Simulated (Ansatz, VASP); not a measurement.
# HfC in VASP and in Ansatz

Contents of POSCAR:

```
HfC
1.0
    3.3428660000      0.0000000000      0.0000000000
   -1.6714330000      2.8950070000      0.0000000000
    0.0000000000      0.0000000000      5.2027140000
Hf C
2 2
Direct
    0.6666666667      0.3333333333      0.7500000000
    0.3333333333      0.6666666667      0.2500000000
    0.0000000000      0.0000000000      0.0000000000
    0.0000000000      0.0000000000      0.5000000000
```

The input INCAR.step1:

```
PREC     = Accurate       # precision mode
ENCUT    = 520            # plane-wave cutoff, eV
ISMEAR   = -1             # smearing method
SIGMA    = 0.1            # smearing width, eV
LREAL    = False          # projectors in reciprocal space
LASPH    = True           # aspherical terms in the spheres
NELM     = 80             # most SCF steps
NBANDS   = 22             # bands
GGA      = PE             # functional
ALGO     = Normal         # electronic algorithm
EDIFF    = 1E-4           # SCF threshold, eV
LWAVE    = True           # write WAVECAR
LCHARG   = False          # write CHGCAR
```

INCAR.step2

```
PREC     = Accurate       # precision mode
ENCUT    = 520            # plane-wave cutoff, eV
EDIFF    = 1E-7           # SCF threshold, eV
ISMEAR   = -1             # smearing method
SIGMA    = 0.1            # smearing width, eV
LREAL    = False          # projectors in reciprocal space
LASPH    = True           # aspherical terms in the spheres
NELM     = 80             # most SCF steps
ALGO     = Normal         # electronic algorithm
ISIF     = 2              # what is computed and relaxed
LWAVE    = False          # write WAVECAR
LCHARG   = True           # write CHGCAR
METAGGA  = R2SCAN         # meta-GGA
LMIXTAU  = True         
LELF     = True           # ELF
LVHAR    = True         
NBANDS   = 22             # bands
ISTART   = 1
```

The input KPOINTS:

```
Automatic mesh
0
Gamma
  8 8 5
```

Input for Ansatz:

```yaml
crystal:
  lattice:
    - [3.342866, 0.0, 0.0]
    - [-1.671433, 2.895007, 0.0]
    - [0.0, 0.0, 5.202714]
  atoms:
    - { symbol: Hf, position: [0.6666666666666666, 0.3333333333333333, 0.75] }
    - { symbol: Hf, position: [0.3333333333333333, 0.6666666666666666, 0.25] }
    - { symbol: C, position: [0.0, 0.0, 0.0] }
    - { symbol: C, position: [0.0, 0.0, 0.5] }
accuracy: low
basis:
  ecutwfc: 761.918814887664
kpoints:
  mp_grid:
    grid: [8, 8, 5]
hamiltonian:
  xc: r2scan
scf:
  mixing:
    algorithm: msr1
    beta: 0.4
    ndim: 12
  occupations:
    method: fermi_dirac
output:
  stress: true
```

Alike in both runs: task single point; functional r2SCAN; k mesh 8 × 8 × 5; no spin polarisation.

|  | VASP | Ansatz |
| --- | --- | --- |
| version | VASP 6.6.1 | Ansatz 0.2.0 |
| potentials or method | VASP PAW PBE potentials, release 64 (Hf_pv, C), cutoff 520 eV | plane waves, PAW |
| occupations | fermi-dirac, width 0.1 eV | fermi-dirac |
| valence electrons in the cell | 28 | 60 |

VASP gave:

```
pressure (GPa)                                                : -3.8
traceless stress, the component that is largest in VASP (GPa) : 3.96
```

Question: What did Ansatz give for the same quantities?

Answer: Pressure (GPa): -2.7; traceless stress, the component that is largest in VASP (GPa): 3.89.

VASP's potentials were made for PBE, not for r2SCAN. VASP's potentials hold 28 valence electrons a cell and Ansatz's 60, so a difference there can come from the potentials and not from the codes.

Neither program's run includes spin-orbit coupling.
